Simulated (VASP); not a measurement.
## GaP: single point with PBE

Crystal: GaP.

```
Ga P
1.0
     2.79385    2.79385    0.00000
    -2.79385    2.79385    0.00000
     0.00000    0.00000    5.43665
Ga P
2 2
Direct
  0.00000 0.00000 0.00000
  0.50000 0.50000 0.50000
  0.50000 0.00000 0.75000
  0.00000 0.50000 0.25000
```

This cell differs from its parent crystal: biaxial strain in the a-b plane: +1.5 %, then relaxed in part.

```json
{
 "Program": "VASP 6.6.1",
 "Task": "single point",
 "Functional": "PBE",
 "Potentials or basis": "VASP PAW PBE potentials, release 64 (Ga_d, P)",
 "Cutoff": "520 eV",
 "k mesh": "8 × 8 × 6",
 "Occupations": "gaussian, width 0.02 eV",
 "Spin": "no spin polarisation"
}
```

The pressure is -1.2 GPa and the band gap on the k mesh is 1.34 eV.

Stress tensor (GPa, compression positive):
```
-1.87  0.00  0.00
 0.00 -1.87  0.00
 0.00  0.00  0.00
```

Levels at points of the mesh, in eV from the valence-band top:
| k point | band 15 | band 16 | band 17 | band 18 | band 19 | band 20 | band 21 | band 22 |
| --- | --- | --- | --- | --- | --- | --- | --- | --- |
| (0.00, 0.00, 0.00) | -2.73 | -0.14 | -0.14 | 0.00 | 1.34 | 1.54 | 1.60 | 3.77 |
| (0.50, 0.00, 0.00) | -3.19 | -3.19 | -1.33 | -1.33 | 2.84 | 2.84 | 5.56 | 5.56 |
| (0.50, 0.50, 0.00) | -2.56 | -2.56 | -2.54 | -2.54 | 1.72 | 1.72 | 1.85 | 1.85 |
| (0.00, 0.00, 0.50) | -1.75 | -1.75 | -1.75 | -1.75 | 1.98 | 1.98 | 3.53 | 3.53 |
| (0.50, 0.00, 0.50) | -1.25 | -1.25 | -1.04 | -1.04 | 1.42 | 1.42 | 4.54 | 4.54 |
| (0.50, 0.50, 0.50) | -3.45 | -3.45 | -3.29 | -3.29 | 4.74 | 4.74 | 4.76 | 4.76 |

Wall time 51 s on 1 thread of AMD EPYC 9R45 96-Core Processor (Zen 5), with other jobs on the host, peak memory 0.22 GiB.

Caveat: the cell differs from its parent crystal (biaxial strain in the a-b plane: +1.5 %, then relaxed in part). A k mesh can miss the band edges.
